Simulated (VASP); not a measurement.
Mg3Co:

```
Mg Co
1.0
     0.00000    3.25418    3.25418
     3.25418    0.00000    3.25418
     3.25418    3.25418    0.00000
Mg Co
3 1
Direct
  0.25000 0.25000 0.25000
  0.50000 0.50000 0.50000
  0.75000 0.75000 0.75000
  0.00000 0.00000 0.00000
```

Base run:

| Quantity | Value |
| --- | --- |
| Program | VASP 6.6.1 |
| Functional | PBE |
| Dispersion | D3(BJ) |
| Potentials or basis | VASP PAW PBE potentials, release 64 (Mg, Co) |
| Cutoff | 520 eV |
| k mesh | 7 × 7 × 7 |
| Occupations | fermi-dirac, width 0.1 eV |
| Spin | collinear spin, ferromagnetic start |
| Starting moments | [0.01, 0.01, 0.01, 1.49] μB |
| Fixed moment | 1.5 μB |

Its results: pressure -1.5 GPa; site moments Mg +0.00, +0.01; Co +1.33 μB.

Task: The run is repeated on the same cell with these changes: fixed moment from 1.5 μB to 2.2 μB; moments at the start from [0.01, 0.01, 0.01, 1.49] to [0.05, 0.06, 0.05, 1.88]. What comes out?

Result: Pressure -0.3 GPa; site moments Mg +0.02, +0.03; Co +1.67 μB.

Caveats: the total moment is fixed, so each spin has its own Fermi level.
